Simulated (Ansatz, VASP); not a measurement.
Ir in VASP and in Ansatz

Contents of INCAR:

```
SYSTEM = Ir
ALGO = Normal
EDIFF = 1E-6
ENCUT = 520
GGA = PS
ISIF = 2
ISMEAR = 1
LASPH = .True.
LCHARG = .False.
LREAL = .False.
LWAVE = .False.
NBANDS = 16
NELM = 60
PREC = Accurate
SIGMA = 0.05
```

KPOINTS

```
k-points
0
Gamma
  14 14 8
  0 0 0
```

POSCAR

```
Ir
1.0
    2.7513800000      0.0000000000      0.0000000000
   -1.3756900000      2.3827600000      0.0000000000
    0.0000000000      0.0000000000      4.4622900000
Ir
2
Direct
    0.6666666667      0.3333333333      0.7500000000
    0.3333333333      0.6666666667      0.2500000000
```

Input for Ansatz:

```yaml
crystal:
  lattice:
    - [2.75138, 0.0, 0.0]
    - [-1.37569, 2.38276, 0.0]
    - [0.0, 0.0, 4.46229]
  atoms:
    - { symbol: Ir, position: [0.6666666666666666, 0.3333333333333333, 0.75] }
    - { symbol: Ir, position: [0.3333333333333333, 0.6666666666666666, 0.25] }
basis:
  ecutwfc: 510.0
kpoints:
  mp_grid:
    grid: [14, 14, 8]
hamiltonian:
  xc: pbesol
  pseudopotentials:
    kind: paw
scf:
  occupations:
    method: cold
    width: 0.05
output:
  stress: true
```

Alike in both runs: task single point; functional PBEsol; k mesh 14 × 14 × 8; no spin polarisation.

|  | VASP | Ansatz |
| --- | --- | --- |
| version | VASP 6.6.1 | Ansatz 0.2.0 |
| potentials or method | VASP PAW PBE potentials, release 64 (Ir), cutoff 520 eV | plane waves, PAW |
| occupations | methfessel-paxton of order 1, width 0.05 eV | cold, width 0.05 eV |
| valence electrons in the cell | 18 | 34 |

VASP gave:

- pressure (GPa): -11.8
- traceless stress, the component that is largest in VASP (GPa): -0.21

Estimate Ansatz's values.

pressure (GPa): -12.5; traceless stress, the component that is largest in VASP (GPa): -0.21.

VASP's potentials were made for PBE, not for PBEsol. VASP's potentials hold 18 valence electrons a cell and Ansatz's 34, so a difference there can come from the potentials and not from the codes.

Spin-orbit coupling is off throughout.
